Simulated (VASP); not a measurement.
# MgI2 (P-1) in VASP: a series of runs

MgI2 is run at these levels: PBE; tasks: single point.

Everything below comes from runs of VASP 6.6.1. Logs are shortened: lines on timing, memory, paths and dates and some standing lists are left out, and cuts for length are marked.

## Step 1: The cell of the first run

The typed cell holds 3 atoms: a = 4.219 Å, b = 4.210 Å, c = 8.144 Å, α = 85.89°, β = 98.23°, γ = 120.07°.

## Step 2: Single point, PBE (engineering shear strain xz -0.1467, normal strain along z +0.0400)

File INCAR:

```
SYSTEM = MgI2
ALGO = Normal
EDIFF = 1E-6
ENCUT = 520
GGA = PE
ISIF = 2
ISMEAR = 0
LASPH = .True.
LCHARG = .True.
LELF = .True.
LREAL = .False.
LVHAR = .True.
LWAVE = .False.
NBANDS = 15
NELM = 80
PREC = Accurate
SIGMA = 0.05
```

File KPOINTS:

```
k-points
0
Gamma
  6 6 4
  0 0 0
```

File POSCAR:

```
MgI2
1.0
    4.2072027146      0.0000000000     -0.3085983191
   -2.1036013573      3.6435444297      0.1542991596
   -0.5729898776      0.0000000000      8.1241918571
Mg I
1 2
Direct
    0.0000000000      0.0000000000      0.0000000000
    0.2750063621      0.6671818678      0.7927529864
    0.7249936379      0.3328181322      0.2072470136
```

Potentials or basis: VASP PAW PBE potentials, release 64 (Mg, I).

Launch:

```sh
cat potpaw_PBE.64/Mg/POTCAR potpaw_PBE.64/I/POTCAR > POTCAR
mpirun -np 1 vasp_std > vasp.out
```

OUTCAR:

```text
SYSTEM = MgI2
   EDIFF = 1E-6
   ENCUT = 520
   GGA = PE
   ISIF = 2
   ISMEAR = 0
   LASPH = .True.
   LREAL = .False.
   NELM = 80
   PREC = Accurate

 ion  position               nearest neighbor table
   1  0.000  0.000  0.000-   2 2.95   3 2.95   2 2.95   3 2.95   2 2.96   3 2.96
   2  0.275  0.667  0.793-   1 2.95   1 2.95   1 2.96
   3  0.725  0.333  0.207-   1 2.95   1 2.95   1 2.96

  LATTYP: Found a base centered monoclinic cell.
 ALAT       =     4.2185053756
 B/A-ratio  =     1.7274101158
 C/A-ratio  =     1.9306299800
 COS(beta)  =    -0.1431377861

  Lattice vectors:

 A1 = (   2.1036013573,  -3.6435444297,  -0.1542991596)
 A2 = (   2.1036013573,   3.6435444297,  -0.1542991595)
 A3 = (  -0.5729898776,   0.0000000000,   8.1241918571)

Analysis of symmetry for initial positions (statically):
=====================================================================
 Subroutine PRICEL returns:
 Original cell was already a primitive cell.

 Routine SETGRP: Setting up the symmetry group for a
 base centered monoclinic supercell.

 Subroutine GETGRP returns: Found  2 space group operations
 (whereof  2 operations were pure point group operations)
 out of a pool of  4 trial point group operations.

The static configuration has the point symmetry S_2 .

Analysis of symmetry for dynamics (positions and initial velocities):
=====================================================================
 Subroutine PRICEL returns:
 Original cell was already a primitive cell.

 Routine SETGRP: Setting up the symmetry group for a
 base centered monoclinic supercell.

 Subroutine GETGRP returns: Found  2 space group operations
 (whereof  2 operations were pure point group operations)
 out of a pool of  4 trial point group operations.

The dynamic configuration has the point symmetry S_2 .

 Subroutine INISYM returns: Found  2 space group operations
 (whereof  2 operations are pure point group operations),
 and found     1 'primitive' translations

----------------------------------------------------------------------------------------

                                     Primitive cell

  volume of cell :     123.8925

  direct lattice vectors                    reciprocal lattice vectors
     4.207202715  0.000000000 -0.308598319     0.238923641  0.137229011  0.016851009
    -2.103601357  3.643544430  0.154299160     0.000000000  0.274458023  0.000000000
    -0.572989878  0.000000000  8.124191857     0.009075541 -0.000000000  0.123729253

  length of vectors
     4.218505376  4.210031225  8.144372949     0.276043954  0.274458023  0.124061652

  position of ions in fractional coordinates (direct lattice)
     0.000000000  0.000000000  0.000000000
     0.275006362  0.667181868  0.792752986
     0.724993638  0.332818132  0.207247014

  ion indices of the primitive-cell ions
   primitive index   ion index
                 1           1
                 2           2
                 3           3

----------------------------------------------------------------------------------------

 KPOINTS: k-points

Automatic generation of k-mesh.
 Grid dimensions read from file:
 generate k-points for:    6    6    4

 Generating k-lattice:

  Cartesian coordinates                     Fractional coordinates (reciprocal lattice)
     0.039820607  0.022871502  0.002808501     0.166666667  0.000000000 -0.000000000
     0.000000000  0.045743004  0.000000000     0.000000000  0.166666667  0.000000000
     0.002268885 -0.000000000  0.030932313     0.000000000 -0.000000000  0.250000000

  Length of vectors
     0.046007326  0.045743004  0.031015413

  Shift w.r.t. Gamma in fractional coordinates (k-lattice)
     0.000000000  0.000000000  0.000000000

 Subroutine IBZKPT returns following result:
 ===========================================

 Found     76 irreducible k-points:

 Following reciprocal coordinates:
            Coordinates               Weight
  0.000000  0.000000  0.000000      1.000000
  0.166667  0.000000  0.000000      2.000000
 -0.166667  0.166667  0.000000      2.000000
  0.333333 -0.000000  0.000000      2.000000
 -0.333333  0.333333  0.000000      2.000000
  0.500000  0.000000  0.000000      1.000000
[... 16 lines left out ...]
 -0.166667  0.166667 -0.250000      2.000000
  0.333333  0.000000  0.250000      2.000000
 [... further k-points ...]
   k-points           NKPTS =     76   k-points in BZ     NKDIM =     76   number of bands    NBANDS=     15
   number of dos      NEDOS =    301   number of ions     NIONS =      3
   total plane-waves  NPLWV =  65536
   dimension x,y,z NGX =    32 NGY =   32 NGZ =   64
   dimension x,y,z NGXF=    64 NGYF=   64 NGZF=  128
   ions per type =               1   2
   NGX,Y,Z   is equivalent  to a cutoff of  12.61, 12.64, 13.06 a.u.
   NGXF,Y,Z  is equivalent  to a cutoff of  25.22, 25.27, 26.13 a.u.
 SYSTEM =  MgI2
   PREC   = accura    normal or accurate (medium, high low for compatibility)
   ISTART =      0    job   : 0-new  1-cont  2-samecut
   ICHARG =      2    charge: 1-file 2-atom 10-const
   ISPIN  =      1    spin polarized calculation?
   LNONCOLLINEAR =      F non collinear calculations
   LSORBIT =      F    spin-orbit coupling
   LASPH  =      T    aspherical Exc in radial PAW
   ENCUT  =  520.0 eV  38.22 Ry    6.18 a.u.   7.84  7.83 15.14*2*pi/ulx,y,z
   NELM   =     80;   NELMIN=  2; NELMDL= -5     # of ELM steps
   EDIFF  = 0.1E-05   stopping-criterion for ELM
   LREAL  =      F    real-space projection
   EDIFFG = 0.1E-04   stopping-criterion for IOM
   NSW    =      0    number of steps for IOM
   IBRION =     -1    ionic relax: 0-MD 1-quasi-New 2-CG
   NFREE  =      0    steps in history (QN), initial steepest desc. (CG)
   ISIF   =      2    stress and relaxation
   ISYM   =      2    0-nonsym 1-usesym 2-fastsym
   POTIM  = 0.5000    time-step for ionic-motion
   TEBEG  =    0.0;   TEEND  =   0.0 temperature during run
   PSTRESS=    0.0 pullay stress
   NELECT =      16.0000    total number of electrons
   NUPDOWN=      -1.0000    fix difference up-down
   EMIN   =  10.00;   EMAX   =-10.00  energy-range for DOS
   EFERMI =   0.00;   METHOD = LEGACY
   ISMEAR =     0;   SIGMA  =   0.05  broadening in eV -4-tet -1-fermi 0-gaus
   EFERMI_NEDOS =   21; number of points for ismear=-14 and -15
   IALGO  =     38    algorithm
   IMIX   =      4    mixing-type and parameters
     AMIX     =   0.40;   BMIX     =  1.00
     AMIX_MAG =   1.60;   BMIX_MAG =  1.00
  volume/ion in A,a.u.               =      41.30       278.69
  Fermi-wavevector in a.u.,A,eV,Ry     =   0.827497  1.563743  9.316608  0.684751
  Thomas-Fermi vector in A             =   1.939711
   LORBIT       =      0    0 simple, 1 ext, 2 COOP (PROOUT), +10 PAW based schemes
   GGA     = PE    functional components
   LHFCALC =     F    Hartree Fock is set to
   AEXX    =    0.0000 exact exchange contribution
   IVDW    =     0    specifies the selected vdW correction
   LEPSILON=     F    determine dielectric tensor
   LRPA    =     F    only Hartree local field effects (RPA)
 non-spin polarized calculation
 Gauss-broadening in eV      SIGMA  =   0.05
  energy-cutoff  :      520.00
  volume of cell :      123.89
 maximum number of plane-waves:      3348
   NGX = 15   NGY = 15   NGZ = 31

 number of electron      15.9999999 magnetization

 Free energy of the ion-electron system (eV)
  ---------------------------------------------------
  ext. energy  EPLUGINS =         0.00000000
  ---------------------------------------------------
  free energy    TOTEN  =        -7.73771701 eV

  energy without entropy =       -7.73771701  energy(sigma->0) =       -7.73771701

 E-fermi :   0.9470     XC(G=0):  -7.2588

 val. band max:        0.6786502206   @ k =   0.0000   0.0000   0.0000
 cond. band min:       4.2243143516   @ k =   0.5000  -0.0000   0.5000
 fundamental gap:      3.5456641310
 Fermi energy:         0.9470419216

 k-point     1 :       0.0000    0.0000    0.0000
  band No.  band energies     occupation
      1     -11.0625      2.00000
      2     -10.5364      2.00000
      3      -2.2736      2.00000
      4       0.3451      2.00000
      5       0.3849      2.00000
      6       0.3965      2.00000
      7       0.6475      2.00000
      8       0.6787      2.00000
      9       4.3920      0.00000
     10       5.5742      0.00000
     11       7.3191      0.00000
     12       7.3589      0.00000
     13       7.4551      0.00000
     14       8.7517      0.00000
     15       8.8118      0.00000

 k-point     2 :       0.1667    0.0000    0.0000
  band No.  band energies     occupation
      1     -10.9379      2.00000
      2     -10.4673      2.00000
      3      -2.1510      2.00000
      4      -0.5575      2.00000
      5      -0.0799      2.00000
      6       0.1134      2.00000
      7       0.3796      2.00000
      8       0.5948      2.00000
      9       5.1523      0.00000
     10       6.1278      0.00000
     11       6.8406      0.00000
     12       7.7401      0.00000
     13       7.7720      0.00000
     14       8.6307      0.00000
     15       9.1898      0.00000
[... 365 lines left out ...]
      3      -2.0578      2.00000
      4      -0.6278      2.00000
      5      -0.0211      2.00000
      6       0.1150      2.00000
      7       0.2018      2.00000
      8       0.6033      2.00000
      9       5.3470      0.00000
     10       6.1064      0.00000
     11       6.8629      0.00000
     12       7.7445      0.00000
     13       7.8996      0.00000
     14       8.2552      0.00000
     15       8.9719      0.00000

 k-point    24 :       0.3333    0.0000    0.2500
  band No.  band energies     occupation
      1     -10.6378      2.00000
      2     -10.3501      2.00000
      3      -2.2705      2.00000
      4      -1.6449      2.00000
      5      -0.6678      2.00000
      6      -0.2869      2.00000
      7       0.0911      2.00000
      8       0.3795      2.00000
      9       4.7106      0.00000
     10       6.4703      0.00000
     11       6.5610      0.00000
     12       7.7922      0.00000
     13       8.1205      0.00000
     14       8.7142      0.00000
     15       9.6269      0.00000

 [... further k-points ...]

------------------------ aborting loop because EDIFF is reached ----------------------------------------

  FORCE on cell =-STRESS in cart. coord.  units (eV):
  Direction    XX          YY          ZZ          XY          YZ          ZX
  --------------------------------------------------------------------------------------
  -------------------------------------------------------------------------------------
  Total       -0.1161609     -0.0568697     -0.0213240      0.0007559      0.0146728     -0.0196014
  in kB       -1.5021924     -0.7354391     -0.2757620      0.0097749      0.1897485     -0.2534847
  external PRESSURE =      -0.8377978 kB  Pullay stress =       0.0000000 kB

 VOLUME and BASIS-vectors are now :
 -----------------------------------------------------------------------------
  energy-cutoff  :      520.00
  volume of cell :      123.89
      direct lattice vectors                 reciprocal lattice vectors
     4.207202715  0.000000000 -0.308598319     0.238923641  0.137229011  0.016851009
    -2.103601357  3.643544430  0.154299160     0.000000000  0.274458023  0.000000000
    -0.572989878  0.000000000  8.124191857     0.009075541 -0.000000000  0.123729253

 POSITION                                       TOTAL-FORCE (eV/Angst)
 -----------------------------------------------------------------------------------
      0.00000      0.00000      0.00000        -0.000000      0.000000      0.000000
     -0.70072      2.43091      6.45856         0.010457     -0.002161      0.006823
      2.23133      1.21264      1.51134        -0.010457      0.002161     -0.006823
 -----------------------------------------------------------------------------------
    total drift:                                0.000000      0.000000     -0.000000

  FREE ENERGIE OF THE ION-ELECTRON SYSTEM (eV)
  ---------------------------------------------------
  free  energy   TOTEN  =        -7.7377170101 eV

  energy  without entropy=       -7.7377170101  energy(sigma->0) =       -7.73771701
```

Wall time 88 s (1 thread of Intel Xeon Platinum 8488C (Sapphire Rapids), shared host); peak memory 0.32 GiB.

What came out:

```yaml
Free_energy: -7.7377 eV
Pressure: -0.1 GPa
Largest_force: 0.013 eV/Å
Band_gap_on_the_k_mesh: 3.55 eV, indirect (least direct gap 3.71 eV)
```

Forces on the atoms (eV/Å):
```
Mg   0.000  0.000  0.000
I    0.010 -0.002  0.007
I   -0.010  0.002 -0.007
```

Caveat: the cell differs from its parent crystal (engineering shear strain xz -0.1467, normal strain along z +0.0400); spin-orbit coupling is left out, which moves the levels of the heavy elements.

## Step 3: Single point, PBE (engineering shear strain xz -0.0733, normal strain along z +0.0400)

File INCAR:

```
SYSTEM = MgI2
PREC     = Accurate       ! precision mode
ENCUT    = 520            ! plane-wave cutoff, eV
EDIFF    = 1E-7           ! SCF threshold, eV
ISMEAR   = 0              ! smearing method
SIGMA    = 0.05           ! smearing width, eV
LREAL    = .FALSE.        ! projectors in reciprocal space
LASPH    = .TRUE.         ! aspherical terms in the spheres
NELM     = 80             ! most SCF steps
ALGO     = Normal         ! electronic algorithm
ISIF     = 2              ! what is computed and relaxed
LWAVE    = .FALSE.        ! write WAVECAR
LCHARG   = .FALSE.        ! write CHGCAR
GGA      = PE             ! functional
NBANDS   = 15             ! bands
```

File KPOINTS:

```
Automatic mesh
0
G
  6 6 4
  0 0 0
```

File POSCAR:

```
MgI2
1.0
    4.2072027146      0.0000000000     -0.1541939795
   -2.1036013573      3.6435444297      0.0770969897
   -0.2862996457      0.0000000000      8.1241918571
Mg I
1 2
Direct
    0.0000000000      0.0000000000      0.0000000000
    0.3055170419      0.6668785318      0.7936904851
    0.6944829581      0.3331214682      0.2063095149
```

Potentials or basis: VASP PAW PBE potentials, release 64 (Mg, I).

Launch:

```sh
cat potpaw_PBE.64/Mg/POTCAR potpaw_PBE.64/I/POTCAR > POTCAR
mpirun -np 1 vasp_std > vasp.out
```

It took 90 s on 1 thread of Intel Xeon Platinum 8488C (Sapphire Rapids), shared host; peak memory 0.32 GiB.

Results (log left out):

```yaml
Free_energy: -7.7383 eV
Pressure: -0.1 GPa
Largest_force: 0.010 eV/Å
Band_gap_on_the_k_mesh: 3.58 eV, indirect (least direct gap 3.73 eV)
```

Forces on the atoms (eV/Å):
```
Mg   0.000  0.000  0.000
I   -0.003 -0.001  0.009
I    0.003  0.001 -0.009
```

Levels at points of the mesh, in eV from the valence-band top:
```csv
k point,band 4,band 5,band 6,band 7,band 8,band 9,band 10,band 11,band 12,band 13
"(0.00, 0.00, 0.00)",-0.35,-0.28,-0.27,-0.01,0.00,3.73,4.90,6.68,6.69,6.75
"(0.50, 0.00, 0.00)",-2.68,-1.32,-1.13,-0.68,-0.40,3.69,5.52,5.88,7.17,7.32
"(0.50, 0.50, 0.00)",-2.69,-1.34,-1.13,-0.58,-0.40,3.62,5.39,5.72,7.27,7.33
"(0.00, 0.50, 0.00)",-2.69,-1.34,-1.13,-0.62,-0.40,3.66,5.45,5.82,7.26,7.36
"(0.00, 0.00, 0.50)",-0.77,-0.28,-0.27,-0.02,0.00,4.30,4.88,6.65,6.67,6.86
"(0.50, 0.00, 0.50)",-2.74,-1.22,-1.11,-0.57,-0.42,3.58,5.38,5.67,6.46,7.50
"(0.50, 0.50, 0.50)",-2.73,-1.18,-1.11,-0.68,-0.42,3.65,5.55,5.83,6.27,7.50
"(0.00, 0.50, 0.50)",-2.74,-1.18,-1.12,-0.63,-0.42,3.61,5.45,5.74,6.36,7.47
```

Caveat: the cell differs from its parent crystal (engineering shear strain xz -0.0733, normal strain along z +0.0400); spin-orbit coupling is left out, which moves the levels of the heavy elements.
